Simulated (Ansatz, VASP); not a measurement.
# B in VASP and in Ansatz

```
B
1.0
     3.56450    0.00000    0.00000
     0.00000    3.87434    0.00000
    -1.59887    0.00000    3.52470
B
6
Direct
  0.00000 0.00000 0.00000
  0.00000 0.50000 0.50000
  0.42500 0.36000 0.26500
  0.57500 0.86000 0.23500
  0.57500 0.64000 0.73500
  0.42500 0.14000 0.76500
```

Alike in both runs: task relaxation of cell and atoms; functional PBE; k mesh 6 × 4 × 6; occupations gaussian, width 0.1 eV; no spin polarisation.

```csv
,VASP,Ansatz
version,VASP 6.6.1,Ansatz 0.2.0
potentials or method,"VASP PAW PBE potentials, release 64 (B), cutoff 600 eV","scalar-relativistic, plane waves, PAW"
valence electrons in the cell,18,18
```

VASP gave:

- gap on the k mesh at the Fermi level, each at its own relaxed structure (eV): none
- relaxed volume (Å³/atom): 6.73
- relaxed cell length with the largest relative difference (Å): 2.901

Question: Estimate Ansatz's values.

Answer: gap on the k mesh at the Fermi level, each at its own relaxed structure (eV): none; relaxed volume (Å³/atom): 6.71; relaxed cell length with the largest relative difference (Å): 2.894.

A gap of «none» marks a metal or a gap that the smearing closes.

The k mesh is coarse, so the values compare programs but aren't converged. Noted on VASP's run: the volume moved by over 15 % at a fixed basis, so the end points are rough.
